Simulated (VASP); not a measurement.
# Si16HC16 (a cell with a defect) in VASP: further runs

Si16HC16 (a cell with a defect) is run at these levels: PBE, LDA; tasks: single point.

All numbers are computed with VASP 6.6.1; they aren't measurements. Logs are shortened: lines on timing, memory, paths and dates and some standing lists are left out, and cuts for length are marked.

### Step 1. The cell of the first run

The cell holds a defect, 33 atoms: a = 6.188 Å, b = 6.188 Å, c = 10.129 Å, α = 90.00°, β = 90.00°, γ = 120.00°.

### Step 2. Single point, PBE

INCAR reads:

```
PREC = Accurate ; ENCUT = 520
EDIFF = 1E-6 ; ISMEAR = -1
SIGMA = 0.01 ; LREAL = Auto
LASPH = True ; NELM = 120
ALGO = Normal ; ISIF = 2
LWAVE = False ; LCHARG = True
GGA = PE ; LELF = True
LVHAR = True ; NELECT = 128.0
NBANDS = 86 ; GGA_COMPAT = False
```

KPOINTS reads:

```
Automatic mesh
0
Gamma
  1 1 1
  0.25 0.25 0.25
```

POSCAR reads:

```
Si16HC16
1.0
    6.1879230300      0.0000000600      0.0000000000
   -3.0939615600      5.3588985100      0.0000000000
    0.0000000000      0.0000000000     10.1287833600
Si C H
16 16 1
Direct
    0.3324660871      0.1675452480      0.9395624985
    0.1663078508      0.3331292777      0.4371798510
    0.0015819891     -0.0030090139      0.6868022301
   -0.0014004965      0.0008186384      0.1892127546
    0.3243009265      0.6669323880      0.9515008523
    0.1677468388      0.8355916765      0.4384230408
    0.0004700309      0.4923883136      0.6890944106
   -0.0023553342      0.5009281283      0.1909717023
    0.8324320368      0.1638260080      0.9405401085
    0.6702913540      0.3352586276      0.4372395818
    0.5068031451      0.0096206281      0.6851348038
    0.4986924633      0.0022426195      0.1905750110
    0.8320429700      0.6659956227      0.9406280756
    0.6687330108      0.8367361225      0.4373197493
    0.5070640414      0.4835484316      0.6786333319
    0.4984673830      0.5017434021      0.1902329166
    0.3343303300      0.1639598097      0.7512136186
    0.1640288389      0.3350765063      0.2510014194
    0.0014227138      0.0004659539      0.5014515386
   -0.0008333837     -0.0002313908      0.0019103973
    0.3474316509      0.6759493527      0.7520899331
    0.1644750856      0.8353013183      0.2517853240
    0.0056742211      0.5023231910      0.5036666121
   -0.0078526291      0.4966475845      0.0036932372
    0.8371917683      0.1628039695      0.7526443926
    0.6649187300      0.3361828847      0.2515449200
    0.5027454426      0.0024212009      0.5009221562
    0.4986603810      0.0028879013      0.0030770724
    0.8378868283      0.6623331162      0.7510989948
    0.6648206233      0.8361919808      0.2510036901
    0.5021236238      0.5006168646      0.4978707532
    0.4965223199      0.5014674126      0.0021796300
    0.5244313696      0.7067388870      0.8010972998
```

Potentials or basis: VASP PAW PBE potentials, release 64 (Si, C, H).

Command:

```bash
> cat potpaw_PBE.64/Si/POTCAR potpaw_PBE.64/C/POTCAR potpaw_PBE.64/H/POTCAR > POTCAR
> mpirun -np 1 vasp_std > vasp.out
```

OUTCAR:

```text
PREC = Accurate
   ENCUT = 520
   EDIFF = 1E-6
   ISMEAR = -1
   LREAL = Auto
   LASPH = True
   NELM = 120
   ISIF = 2
   GGA = PE
   NELECT = 128.0

 ion  position               nearest neighbor table
   1  0.332  0.168  0.940-  28 1.89  20 1.89  32 1.90  17 1.91   5 3.08   9 3.08  13 3.09   4 3.10
                            13 3.10  12 3.10   9 3.11  16 3.11   3 3.11   5 3.12  11 3.13  15 3.14
   2  0.166  0.333  0.437-  18 1.89  23 1.89  19 1.90  31 1.90  15 3.05  16 3.07  14 3.08  10 3.08
                             8 3.08   4 3.08   6 3.08   7 3.09   3 3.10   6 3.10  10 3.11  14 3.11
   3  0.002  0.997  0.687-  19 1.88  25 1.89  17 1.90  29 1.91   6 3.07   7 3.07  15 3.07  11 3.09
                            14 3.09  11 3.10   2 3.10   1 3.11   7 3.12  15 3.12  13 3.12   9 3.14
   4  0.999  0.001  0.189-  22 1.89  30 1.90  20 1.90  18 1.90  14 3.07   9 3.08   2 3.08  12 3.09
                             8 3.09  16 3.09  13 3.09   6 3.10  16 3.10   1 3.10   8 3.10  12 3.10
   5  0.324  0.667  0.952-  24 1.86  28 1.88  32 1.88  33 1.90  21 2.02   8 2.99  12 3.02  16 3.03
                            13 3.05   1 3.08   9 3.08   9 3.11   1 3.12  13 3.15
   6  0.168  0.836  0.438-  19 1.89  22 1.89  27 1.90  23 1.90   3 3.07  12 3.07   8 3.08   2 3.08
                            10 3.09  11 3.09  14 3.09   4 3.10  14 3.10  10 3.10   2 3.10   7 3.14
   7  0.000  0.492  0.689-  23 1.88  25 1.88  29 1.89  21 1.97  11 3.02  15 3.03   3 3.07   2 3.09
                             9 3.10  10 3.10   3 3.12   6 3.14  13 3.14
   8  0.998  0.501  0.191-  18 1.88  26 1.89  22 1.89  24 1.90   5 2.99  10 3.05   2 3.08   6 3.08
                            12 3.09   4 3.09  16 3.09  13 3.09  16 3.10   4 3.10  12 3.10   9 3.11
   9  0.832  0.164  0.941-  20 1.88  24 1.90  28 1.90  25 1.90   4 3.08  13 3.08   5 3.08   1 3.08
                             7 3.10  12 3.10   1 3.11  13 3.11   5 3.11   8 3.11  11 3.12   3 3.14
  10  0.670  0.335  0.437-  26 1.88  31 1.89  27 1.90  23 1.92  15 2.96   8 3.05  11 3.06  12 3.07
                             2 3.08  14 3.08   6 3.09  16 3.09   6 3.10   7 3.10  14 3.11   2 3.11
  11  0.507  0.010  0.685-  27 1.87  17 1.88  25 1.90  21 1.91  15 2.93   7 3.02  10 3.06  14 3.09
                             3 3.09   6 3.09   3 3.10   9 3.12   1 3.13
  12  0.499  0.002  0.191-  30 1.88  26 1.89  22 1.90  28 1.90   5 3.02  10 3.07   6 3.07  14 3.08
                             8 3.09   4 3.09  16 3.09  16 3.10   4 3.10   9 3.10   8 3.10   1 3.10
  13  0.832  0.666  0.941-  24 1.88  20 1.89  32 1.90  29 1.92   5 3.05   9 3.08   1 3.09   4 3.09
                             8 3.09  16 3.10   1 3.10   9 3.11   3 3.12   7 3.14   5 3.15
  14  0.669  0.837  0.437-  30 1.89  27 1.89  19 1.90  31 1.90   4 3.07   2 3.08  12 3.08  10 3.08
                            16 3.08  11 3.09   6 3.09  15 3.09   3 3.09   6 3.10  10 3.11   2 3.11
  15  0.507  0.484  0.679-  33 1.82  31 1.84  17 1.87  29 1.92  21 2.03  11 2.93  10 2.96   7 3.03
                             2 3.05   3 3.07  14 3.09   3 3.12   1 3.14
  16  0.498  0.502  0.190-  26 1.88  18 1.89  30 1.90  32 1.90   5 3.03   2 3.07  14 3.08  10 3.09
                             8 3.09   4 3.09  12 3.09  12 3.10  13 3.10   4 3.10   8 3.10   1 3.11
  17  0.334  0.164  0.751-  15 1.87  11 1.88   3 1.90   1 1.91
  18  0.164  0.335  0.251-   8 1.88   2 1.89  16 1.89   4 1.90
  19  0.001  0.000  0.501-   3 1.88   6 1.89  14 1.90   2 1.90
  20  0.999  1.000  0.002-   9 1.88  13 1.89   1 1.89   4 1.90
  21  0.347  0.676  0.752-  33 1.13  11 1.91   7 1.97   5 2.02  15 2.03
  22  0.164  0.835  0.252-   4 1.89   6 1.89   8 1.89  12 1.90
  23  0.006  0.502  0.504-   7 1.88   2 1.89   6 1.90  10 1.92
  24  0.992  0.497  0.004-   5 1.86  13 1.88   9 1.90   8 1.90
  25  0.837  0.163  0.753-   7 1.88   3 1.89  11 1.90   9 1.90
  26  0.665  0.336  0.252-  10 1.88  16 1.88   8 1.89  12 1.89
  27  0.503  0.002  0.501-  11 1.87  14 1.89  10 1.90   6 1.90
  28  0.499  0.003  0.003-   5 1.88   1 1.89   9 1.90  12 1.90
[... 45 lines left out ...]
   TEBEG  =    0.0;   TEEND  =   0.0 temperature during run
   PSTRESS=    0.0 pullay stress
   NELECT =     128.0000    total number of electrons
   NUPDOWN=      -1.0000    fix difference up-down
   EMIN   =  10.00;   EMAX   =-10.00  energy-range for DOS
   EFERMI =   0.00;   METHOD = LEGACY
   ISMEAR =    -1;   SIGMA  =   0.01  broadening in eV -4-tet -1-fermi 0-gaus
   EFERMI_NEDOS =   21; number of points for ismear=-14 and -15
   IALGO  =     38    algorithm
   IMIX   =      4    mixing-type and parameters
     AMIX     =   0.40;   BMIX     =  1.00
     AMIX_MAG =   1.60;   BMIX_MAG =  1.00
  volume/ion in A,a.u.               =      10.18        68.68
  Fermi-wavevector in a.u.,A,eV,Ry     =   1.186913  2.242940 19.167379  1.408763
  Thomas-Fermi vector in A             =   2.323076
   LORBIT       =      0    0 simple, 1 ext, 2 COOP (PROOUT), +10 PAW based schemes
   GGA     = PE    functional components
   LHFCALC =     F    Hartree Fock is set to
   AEXX    =    0.0000 exact exchange contribution
   IVDW    =     0    specifies the selected vdW correction
   LEPSILON=     F    determine dielectric tensor
   LRPA    =     F    only Hartree local field effects (RPA)
 non-spin polarized calculation
  energy-cutoff  :      520.00
  volume of cell :      335.88
 maximum number of plane-waves:      9024
 NGX is ok and might be reduce to    48
   NGX = 23   NGY = 23   NGZ = 37

 number of electron     128.0000000 magnetization

 Free energy of the ion-electron system (eV)
  ---------------------------------------------------
  ext. energy  EPLUGINS =         0.00000000
  ---------------------------------------------------
  free energy    TOTEN  =      -257.47078061 eV

  energy without entropy =     -257.47078061  energy(sigma->0) =     -257.47078061

 E-fermi :   7.6282     XC(G=0): -11.3070

 val. band max:        7.3879158173   @ k =  -0.2500  -0.2500   0.2500
 cond. band min:      10.9489841881   @ k =   0.2500   0.2500   0.2500
 fundamental gap:      3.5610683708
 Fermi energy:         7.6282280504

 k-point     1 :       0.2500    0.2500    0.2500
  band No.  band energies     occupation
      1      -6.9947      2.00000
      2      -6.1239      2.00000
      3      -5.7617      2.00000
      4      -5.5054      2.00000
      5      -5.0787      2.00000
      6      -4.9228      2.00000
[... 463 lines left out ...]
     75      13.4688      0.00000
     76      13.6215      0.00000
 [bands above 76 left out]

------------------------ aborting loop because EDIFF is reached ----------------------------------------

  FORCE on cell =-STRESS in cart. coord.  units (eV):
  Direction    XX          YY          ZZ          XY          YZ          ZX
  --------------------------------------------------------------------------------------
  -------------------------------------------------------------------------------------
  Total      -16.4712416    -15.0128474     -1.4310088     -2.3432697     -0.3081124     -2.2263059
  in kB      -78.5704425    -71.6136705     -6.8261398    -11.1777690     -1.4697454    -10.6198331
  external PRESSURE =     -52.3367509 kB  Pullay stress =       0.0000000 kB

 VOLUME and BASIS-vectors are now :
 -----------------------------------------------------------------------------
  energy-cutoff  :      520.00
  volume of cell :      335.88
      direct lattice vectors                 reciprocal lattice vectors
     6.187923030  0.000000060  0.000000000     0.161605112  0.093302757  0.000000000
    -3.093961560  5.358898510  0.000000000    -0.000000002  0.186605511  0.000000000
     0.000000000  0.000000000 10.128783360     0.000000000  0.000000000  0.098728541

 POSITION                                       TOTAL-FORCE (eV/Angst)
 -----------------------------------------------------------------------------------
      1.53890      0.89786      9.51663        -0.105009      0.072020     -0.008950
     -0.00159      1.78521      4.42810         0.091426     -0.053621      0.012037
     -3.07486      5.34277      6.95647         0.085511     -0.028485     -0.004250
      6.17672      0.00439      1.91650        -0.079905      0.072329     -0.000420
     -0.05671      3.57402      9.63755        -0.129405      0.053317      0.011856
     -1.54728      4.47785      4.44069         0.112767     -0.042888      0.004534
[... 25 lines left out ...]
      1.52092      2.68731      0.02208         0.122383     -0.063766      0.009602
      1.05852      3.78734      8.11414         0.127957      0.068626      0.006742
 -----------------------------------------------------------------------------------
    total drift:                                0.004591     -0.021290     -0.061666

  FREE ENERGIE OF THE ION-ELECTRON SYSTEM (eV)
  ---------------------------------------------------
  free  energy   TOTEN  =      -257.4707806103 eV

  energy  without entropy=     -257.4707806103  energy(sigma->0) =     -257.47078061
```

Run time: 7.3 min. Hardware: 1 thread of Intel Xeon Platinum 8259CL at 2.50GHz (Skylake/Cascade Lake), shared host; peak memory 0.47 GiB.

Results:

* Free energy: -257.4708 eV
* Largest force: 0.340 eV/Å

Forces in eV/Å, atoms in the order of the input:
```
Si  -0.105  0.072 -0.009
Si   0.091 -0.054  0.012
Si   0.086 -0.028 -0.004
Si  -0.080  0.072  0.000
Si  -0.129  0.053  0.012
Si   0.113 -0.043  0.005
Si   0.168  0.000  0.007
Si  -0.085  0.063  0.014
Si  -0.129  0.053 -0.006
Si   0.116 -0.040  0.017
Si   0.079  0.003 -0.050
Si  -0.097  0.067 -0.009
Si  -0.109  0.055 -0.030
Si   0.100 -0.051  0.003
Si   0.018 -0.006  0.073
Si  -0.087  0.063 -0.022
C   -0.168  0.106  0.040
C    0.166 -0.101 -0.002
C   -0.094  0.042  0.018
C    0.105 -0.067 -0.007
C   -0.270 -0.177 -0.105
C    0.165 -0.097 -0.014
C   -0.088  0.001  0.002
C    0.092 -0.039 -0.016
C   -0.133  0.141 -0.031
C    0.175 -0.083 -0.009
C   -0.105  0.018 -0.007
C    0.060 -0.097  0.003
C   -0.166  0.125  0.078
C    0.165 -0.098  0.001
C   -0.103  0.038  0.020
C    0.122 -0.064  0.010
H    0.128  0.069  0.007
```

Levels at points of the mesh, in eV from the Fermi level:
| k point | band 62 | band 63 | band 64 | band 65 | band 66 | band 67 |
| --- | --- | --- | --- | --- | --- | --- |
| (0.25, 0.25, 0.25) | -0.76 | -0.58 | -0.24 | 3.32 | 4.02 | 4.13 |

Caveat: the k points lie up to 0.59 Å⁻¹ apart; the cell carries a net charge on a neutralising background, which shifts energy and pressure; the cell is charged against a uniform background, so pressure and absolute levels hang on convention.

### Step 3. Single point, PBE

INCAR reads:

```
SYSTEM = Si16HC16
ALGO     = Normal         ! electronic algorithm
EDIFF    = 1E-6           ! SCF threshold, eV
ENCUT    = 520            ! plane-wave cutoff, eV
GGA      = PE             ! functional
GGA_COMPAT= .False.      
ISIF     = 2              ! what is computed and relaxed
ISMEAR   = -1             ! smearing method
LASPH    = .True.         ! aspherical terms in the spheres
LCHARG   = .False.        ! write CHGCAR
LREAL    = Auto         
LWAVE    = .False.        ! write WAVECAR
NBANDS   = 86             ! bands
NELECT   = 128.0        
NELM     = 120            ! most SCF steps
PREC     = Accurate       ! precision mode
SIGMA    = 0.01           ! smearing width, eV
```

KPOINTS is that of step 2.

POSCAR reads:

```
Si16HC16
1.0
    6.1879230300      0.0000000600      0.0000000000
   -3.0939615600      5.3588985100      0.0000000000
    0.0000000000      0.0000000000     10.1287833600
Si C H
16 16 1
Direct
    0.3365205950      0.1638082860      0.9419623918
    0.1698186842      0.3349091211      0.4385271994
    0.0036948192     -0.0006941725      0.6874768422
    0.0017308395      0.0009548604      0.1900304243
    0.3318165062      0.6597512480      0.9485484740
    0.1684296380      0.8359417484      0.4378094429
    0.0060519213      0.5056106203      0.6877586135
    0.0015692482      0.5006989766      0.1911728123
    0.8372640465      0.1656525027      0.9421960823
    0.6722444141      0.3377287247      0.4378286950
    0.5092287224      0.0250840670      0.6807749514
    0.5021117089      0.0004743456      0.1905823169
    0.8364449946      0.6655442239      0.9414764499
    0.6708415423      0.8348409568      0.4385035045
    0.5063938655      0.4900850361      0.6861102418
    0.5020634054      0.5001919639      0.1909581764
    0.3344356975      0.1633072502      0.7535135987
    0.1677959386      0.3351199853      0.2522375007
    0.0038426215      0.0016968039      0.5024253969
    0.0027546057     -0.0006301668      0.0027790110
    0.3449303243      0.6629388432      0.7560184405
    0.1677832321      0.8353593526      0.2518587780
    0.0070137931      0.5037240385      0.5032929246
   -0.0006835113      0.4977849450      0.0042367379
    0.8415067568      0.1690240910      0.7527670135
    0.6683333653      0.3348391384      0.2523180632
    0.5038113738      0.0016887742      0.5001687587
    0.5023056145     -0.0023027176      0.0029340148
    0.8394878418      0.6663425222      0.7526860561
    0.6678154363      0.8347051081      0.2522465837
    0.5038702140      0.5006995308      0.5020412442
    0.5025365348      0.4974180729      0.0038149695
    0.5526953589      0.8186146759      0.7739834807
```

Potentials or basis: VASP PAW PBE potentials, release 64 (Si, C, H).

Command:

```bash
> cat potpaw_PBE.64/Si/POTCAR potpaw_PBE.64/C/POTCAR potpaw_PBE.64/H/POTCAR > POTCAR
> mpirun -np 1 vasp_std > vasp.out
```

It took 7 min on 1 thread of Intel Xeon Platinum 8259CL at 2.50GHz (Skylake/Cascade Lake), shared host; peak memory 0.46 GiB.

The run converged. Its results:

* Free energy: -257.4739 eV
* Largest force: 0.467 eV/Å

Forces in eV/Å, atoms in the order of the input:
```
Si  -0.106  0.062  0.003
Si   0.086 -0.064  0.002
Si   0.054 -0.033  0.000
Si  -0.079  0.065  0.001
Si  -0.124  0.067  0.065
Si   0.114 -0.037 -0.015
Si   0.017 -0.141 -0.019
Si  -0.078  0.067 -0.001
Si  -0.136  0.053 -0.009
Si   0.102 -0.055 -0.002
Si   0.048  0.139 -0.085
Si  -0.094  0.058 -0.006
Si  -0.107  0.061 -0.003
Si   0.103 -0.041  0.005
Si   0.146 -0.051  0.006
Si  -0.091  0.064 -0.001
C   -0.173  0.143  0.031
C    0.161 -0.098  0.003
C   -0.087  0.041  0.001
C    0.075 -0.068  0.011
C    0.204  0.334  0.091
C    0.157 -0.103 -0.005
C   -0.078  0.008 -0.014
C    0.078 -0.055 -0.021
C   -0.181  0.176 -0.092
C    0.156 -0.085 -0.006
C   -0.090  0.039 -0.038
C    0.067 -0.071  0.011
C   -0.203  0.087  0.040
C    0.164 -0.098 -0.002
C   -0.080  0.034  0.019
C    0.106 -0.051 -0.002
H   -0.131 -0.448  0.033
```

Levels at points of the mesh, in eV from the Fermi level:
| k point | band 60 | band 61 | band 62 | band 63 | band 64 | band 65 | band 66 | band 67 | band 68 | band 69 |
| --- | --- | --- | --- | --- | --- | --- | --- | --- | --- | --- |
| (0.25, 0.25, 0.25) | -1.14 | -0.81 | -0.76 | -0.57 | -0.24 | 3.48 | 4.06 | 4.16 | 4.37 | 4.54 |

Caveat: the k points lie up to 0.59 Å⁻¹ apart; the cell carries a net charge on a neutralising background, which shifts energy and pressure; the cell is charged against a uniform background, so pressure and absolute levels hang on convention.

### Step 4. Single point, LDA

INCAR reads:

```
SYSTEM = Si16HC16
PREC = Accurate
ENCUT = 520
EDIFF = 1E-6
ISMEAR = -1
SIGMA = 0.01
LREAL = Auto
LASPH = .TRUE.
NELM = 120
ALGO = Normal
ISIF = 2
LWAVE = .FALSE.
LCHARG = .FALSE.
NBANDS = 86
NELECT = 128.0
GGA_COMPAT = .FALSE.
```

KPOINTS is that of step 3.

POSCAR reads:

```
Si16HC16
1.0
    6.1879230300      0.0000000600      0.0000000000
   -3.0939615600      5.3588985100      0.0000000000
    0.0000000000      0.0000000000     10.1287833600
Si C H
16 16 1
Direct
    0.3364606900      0.1653762100      0.9415530300
    0.1707488700      0.3346694100      0.4385675200
    0.0063416900     -0.0102993400      0.6861678800
    0.0021319000      0.0000704000      0.1909910700
    0.3372809700      0.6655857200      0.9422793400
    0.1720719000      0.8374572900      0.4378610100
    0.0088391400      0.5245630100      0.6810179400
    0.0021756500      0.5003802700      0.1906498400
    0.8319292100      0.1598999000      0.9485556200
    0.6683704000      0.3357581700      0.4378364200
    0.5059657400      0.0051612900      0.6876983000
    0.5016452600      0.0005209700      0.1911998000
    0.8364891500      0.6638064500      0.9420870700
    0.6697479500      0.8346845700      0.4385452100
    0.5037023700      0.4990786200      0.6875160300
    0.5017523000      0.5007771500      0.1900968500
    0.3396221000      0.1661106300      0.7527023500
    0.1678735500      0.3345270800      0.2523073100
    0.0037872800      0.0005038600      0.5020841900
    0.0025395100     -0.0025803300      0.0038429400
    0.3414932200      0.6687386900      0.7528211500
    0.1684248000      0.8346771300      0.2523441300
    0.0037255300      0.5014936200      0.5002877000
    0.0023391900      0.4977619600      0.0030054600
    0.8450530900      0.1630844400      0.7561905700
    0.6678639700      0.3351563400      0.2518861400
    0.5068863100      0.0034905500      0.5032586000
    0.4993672200     -0.0022894000      0.0042746800
    0.8344329100      0.6632192300      0.7536009700
    0.6678953400      0.8349023400      0.2522646200
    0.5037794000      0.5014999200      0.5024620700
    0.5026762700      0.4992294200      0.0028329800
    0.0536949700      0.3179766900      0.7733010800
```

Potentials or basis: VASP PAW LDA potentials, release 64 (Si, C, H).

Command:

```bash
> cat potpaw_LDA.64/Si/POTCAR potpaw_LDA.64/C/POTCAR potpaw_LDA.64/H/POTCAR > POTCAR
> mpirun -np 1 vasp_std > vasp.out
```

Wall time 5.8 min (1 thread of Intel Xeon Platinum 8259CL at 2.50GHz (Skylake/Cascade Lake), shared host); peak memory 0.39 GiB.

It converged, with:

| Item | Value |
| --- | --- |
| Free energy | -282.8946 eV |
| Largest force | 0.382 eV/Å |

Forces in eV/Å, atoms in the order of the input:
```
Si  -0.103  0.062 -0.001
Si   0.099 -0.039  0.005
Si   0.124 -0.028 -0.002
Si  -0.083  0.058 -0.011
Si  -0.130  0.053 -0.007
Si   0.102 -0.055 -0.009
Si   0.025  0.170 -0.137
Si  -0.087  0.051 -0.014
Si  -0.117  0.062  0.066
Si   0.118 -0.039 -0.014
Si   0.039 -0.135 -0.011
Si  -0.076  0.063 -0.007
Si  -0.107  0.057 -0.001
Si   0.082 -0.058  0.004
Si   0.058 -0.026 -0.006
Si  -0.070  0.059 -0.011
C   -0.220  0.078  0.027
C    0.153 -0.090  0.000
C   -0.071  0.023  0.038
C    0.094 -0.044  0.010
C   -0.213  0.125 -0.097
C    0.146 -0.074  0.005
C   -0.096  0.054  0.001
C    0.070 -0.077  0.021
C    0.106  0.236  0.026
C    0.147 -0.096  0.003
C   -0.081  0.005 -0.001
C    0.094 -0.048 -0.013
C   -0.155  0.143  0.003
C    0.150 -0.092  0.006
C   -0.083  0.036  0.010
C    0.077 -0.065  0.020
H    0.007 -0.370  0.093
```

Levels at points of the mesh, in eV from the Fermi level:
```
           k point  band 62  band 63  band 64  band 65  band 66  band 67
(0.25, 0.25, 0.25)    -0.82    -0.63    -0.29     3.35     3.92     4.03
```

Caveat: the k points lie up to 0.59 Å⁻¹ apart; the cell carries a net charge on a neutralising background, which shifts energy and pressure; the cell is charged against a uniform background, so pressure and absolute levels hang on convention.
